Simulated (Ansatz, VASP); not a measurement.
**One calculation of TiO2, two programs**

```
CELL_PARAMETERS angstrom
4.48580 0.00000 0.00000
0.00000 4.48580 0.00000
0.00000 0.00000 2.90516
ATOMIC_POSITIONS crystal
Ti 0.00000 0.00000 0.00000
Ti 0.50000 0.50000 0.50000
O 0.30274 0.30274 0.00000
O 0.19726 0.80274 0.50000
O 0.69726 0.69726 0.00000
O 0.80274 0.19726 0.50000
```

Alike in both runs: task single point; functional PBEsol; k mesh 6 × 6 × 8; no spin polarisation.

|  | VASP | Ansatz |
| --- | --- | --- |
| version | VASP 6.6.1 | Ansatz 0.2.0 |
| potentials or method | VASP PAW PBE potentials, release 64 (Ti_sv, O), cutoff 520 eV | all-electron LAPW, scalar-relativistic |
| occupations | gaussian, width 0.01 eV | fixed |

|  | VASP | Ansatz | Ansatz less VASP |
| --- | --- | --- | --- |
| gap on the k mesh at the Fermi level (eV) | 1.89 | 1.92 | +0.025 |
| pressure (GPa) | 15.8 | 14.9 | -0.81 |
| traceless stress, the component that is largest in VASP (GPa) | 0.15 | 0.00 | -0.155 |
| rms of the force components (eV/Å) | 0.009 | 0.000 | -0.0091 |

VASP's potentials were made for PBE, not for PBEsol. Atom by atom the forces differ by 0.010 eV/Å (rms over components). Ansatz ran all-electron here, and VASP with PAW potentials. Ansatz's warnings: metallic iterate.
